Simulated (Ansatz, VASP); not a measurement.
## Mg: VASP beside Ansatz

Contents of POSCAR:

```
Mg
1.0
    3.1792646675      0.0000000000      0.0000000000
   -1.5896323337      2.7533239674      0.0000000000
    0.0000000000      0.0000000000      5.1568903974
Mg
2
Direct
    0.3333333333      0.6666666667      0.2500000000
    0.6666666667      0.3333333333      0.7500000000
```

The input INCAR.step1:

```
PREC = Accurate
ENCUT = 520
ISMEAR = -1
SIGMA = 0.1
LREAL = F
LASPH = T
NELM = 60
NBANDS = 9
GGA = PE
ALGO = Normal
EDIFF = 1E-4
LWAVE = T
LCHARG = F
```

INCAR.step2

```
PREC = Accurate
ENCUT = 520
EDIFF = 1E-6
ISMEAR = -1
SIGMA = 0.1
LREAL = F
LASPH = T
NELM = 60
ALGO = Normal
ISIF = 2
LWAVE = F
LCHARG = T
METAGGA = R2SCAN
LMIXTAU = T
LELF = T
LVHAR = T
NBANDS = 9
ISTART = 1
```

Contents of KPOINTS:

```
Automatic mesh
0
Gamma
  3 3 2
```

Input for Ansatz:

```yaml
crystal:
  lattice:
    - [3.1792646675, 0.0, 0.0]
    - [-1.5896323337, 2.7533239674, 0.0]
    - [0.0, 0.0, 5.1568903974]
  atoms:
    - { symbol: Mg, position: [0.3333333333, 0.6666666667, 0.25] }
    - { symbol: Mg, position: [0.6666666667, 0.3333333333, 0.75] }
hamiltonian:
  xc: r2scan
  pseudopotentials:
    kind: paw
    azcp:
      Mg: "pseudopotentials/Mg.paw.azcp"
basis:
  ecutwfc: 500
  fft_grid_basis: typed
kpoints:
  mp_grid: { grid: [3, 3, 2], shift: [0, 0, 0] }
magnetization:
  spin_polarized: false
scf:
  occupations: { method: fermi_dirac, width: 0.1 }
  lower_state_search: "off"
output:
  stress: true
  write_density: true
  write_potential: true
  elf: true
  volumetric_format: npy
```

Alike in both runs: task single point; functional r2SCAN; k mesh 3 × 3 × 2; occupations fermi-dirac, width 0.1 eV; no spin polarisation.

|  | VASP | Ansatz |
| --- | --- | --- |
| version | VASP 6.6.1 | Ansatz 0.2.0 |
| potentials or method | VASP PAW PBE potentials, release 64 (Mg), cutoff 520 eV | plane waves (500 eV) with PAW, scalar-relativistic |
| valence electrons in the cell | 4 | 20 |

VASP gave:

| Property | Result |
| --- | --- |
| pressure (GPa) | 0.7 |
| traceless stress, the component that is largest in VASP (GPa) | -1.06 |

Question: Estimate Ansatz's values.

Answer: Pressure (GPa): 0.9; traceless stress, the component that is largest in VASP (GPa): -1.01.

VASP's potentials were made for PBE, not for r2SCAN. VASP's potentials hold 4 valence electrons a cell and Ansatz's 20, so a difference there can come from the potentials and not from the codes.

The k mesh is coarse, so the values compare programs but aren't converged.
